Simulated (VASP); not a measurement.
Write the native input for VASP 6.6.1 that does the following.

```yaml
Task: single point
Functional: PBEsol
Potentials_or_basis: VASP PAW PBE potentials, release 64 (Rh_pv)
Cutoff: 520 eV
k_mesh: 21 × 21 × 12
Occupations: gaussian, width 0.15 eV
Spin: no spin polarisation
Dipole_correction: no
Further_INCAR_settings: ALGO = Fast; EDIFF = 1e-07; NBANDS = 22
```

The structure of Rh lies in POSCAR:

```
Rh
1.0
    2.7309790422      0.0000000000      0.0000000000
   -1.3654895211      2.3650972278      0.0000000000
    0.0000000000      0.0000000000      4.5613436700
Rh
2
Direct
    0.6666666667      0.3333333333      0.7500000000
    0.3333333333      0.6666666667      0.2500000000
```

This cell differs from its parent crystal: strain +0.000 along x and y, +0.030 along z.

The input as run:

INCAR

```
SYSTEM = Rh
PREC     = Accurate       ! precision mode
ENCUT    = 520            ! plane-wave cutoff, eV
EDIFF    = 1E-7           ! SCF threshold, eV
ISMEAR   = 0              ! smearing method
SIGMA    = 0.15           ! smearing width, eV
LREAL    = .FALSE.        ! projectors in reciprocal space
LASPH    = .TRUE.         ! aspherical terms in the spheres
NELM     = 60             ! most SCF steps
ALGO     = Fast           ! electronic algorithm
ISIF     = 2              ! what is computed and relaxed
LWAVE    = .FALSE.        ! write WAVECAR
LCHARG   = .FALSE.        ! write CHGCAR
GGA      = PS             ! functional
NBANDS   = 22             ! bands
```

KPOINTS

```
Automatic mesh
0
G
  21 21 12
  0 0 0
```

Potentials or basis: VASP PAW PBE potentials, release 64 (Rh_pv).

Launch:

```bash
$ cat potpaw_PBE.64/Rh_pv/POTCAR > POTCAR
$ mpirun -np 1 vasp_std > vasp.out
```

It gave:

- Pressure: -19.5 GPa
- Band gap on the k mesh: zero (band 15 reaches 11.25 eV, above the bottom of band 16 at 9.07 eV)

Caveat: the cell differs from its parent crystal (strain +0.000 along x and y, +0.030 along z); the PAW data sets were made with another functional, which shifts forces and pressure a little.

Wall time 3.3 min on 1 thread of Intel(R) Xeon(R) Platinum 8488C (Sapphire Rapids) (shared host), peak memory 0.27 GiB.
